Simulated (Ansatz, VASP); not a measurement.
**SiSeF2: VASP beside Ansatz**

File INCAR:

```
SYSTEM = SiSeF2
ALGO = Normal
EDIFF = 1E-6
ENCUT = 520
GGA = PE
ISIF = 2
ISMEAR = 0
ISPIN = 2
LASPH = .TRUE.
LCHARG = .FALSE.
LORBIT = 11
LREAL = .FALSE.
LWAVE = .FALSE.
MAGMOM = 0 0 1 1
NBANDS = 24
NELM = 150
PREC = Accurate
SIGMA = 0.1
```

KPOINTS

```
k-points
0
G
  4 4 6
  0 0 0
```

POSCAR

```
SiSeF2
1.0
    2.5502231722     -5.4098910009      0.0000000000
    2.5502231722      5.4098910009      0.0000000000
    0.0000000000      0.0000000000      2.8064689699
Si Se F
1 1 2
Direct
    0.0000000000      0.0000000000      0.0000000000
    0.5000000000      0.5000000000      0.5000000000
    0.8797022465      0.1202977535      0.5000000000
    0.1202977535      0.8797022465      0.5000000000
```

Input for Ansatz:

```yaml
crystal:
  lattice:
    - [2.5502231722, -5.4098910009, 0.0]
    - [2.5502231722, 5.4098910009, 0.0]
    - [0.0, 0.0, 2.8064689699]
  atoms:
    - { symbol: Si, position: [0.0, 0.0, 0.0] }
    - { symbol: Se, position: [0.5, 0.5, 0.5] }
    - { symbol: F, position: [0.8797022465, 0.1202977535, 0.5], spin: 1.0 }
    - { symbol: F, position: [0.1202977535, 0.8797022465, 0.5], spin: 1.0 }
basis:
  ecutwfc: 420
kpoints:
  mp_grid: { grid: [4, 4, 6] }
hamiltonian:
  xc: pbe
scf:
  occupations: { method: gaussian, width: 0.1 }
  lower_state_search: "off"
output:
  forces: true
  stress: true
  eigenvalues: true
  populations: true
magnetization:
  spin_polarized: true
```

Alike in both runs: task single point; functional PBE; k mesh 4 × 4 × 6; occupations gaussian, width 0.1 eV; collinear spin.

```csv
,VASP,Ansatz
version,VASP 6.6.1,Ansatz 0.2.0
potentials or method,"VASP PAW PBE potentials, release 64 (Si, Se, F), cutoff 520 eV","scalar-relativistic, plane waves, PAW"
valence electrons in the cell,24,34
```

VASP gave:

- gap on the k mesh at the Fermi level (eV): none
- pressure (GPa): 0.3
- traceless stress, the component that is largest in VASP (GPa): -0.16
- rms of the force components (eV/Å): 0.031
- net moment per atom (μB): 0.00

Q: Which values does Ansatz return?

A: gap on the k mesh at the Fermi level (eV): none; pressure (GPa): 0.2; traceless stress, the component that is largest in VASP (GPa): 0.13; rms of the force components (eV/Å): 0.001; net moment per atom (μB): 0.00.

Atom by atom the forces differ by 0.030 eV/Å (rms over components). A gap of «none» marks a metal or a gap that the smearing closes. VASP's potentials hold 24 valence electrons a cell and Ansatz's 34, so a difference there can come from the potentials and not from the codes. Ansatz's warnings: seeded moment not kept.

The k mesh is coarse, so the values compare programs but aren't converged.
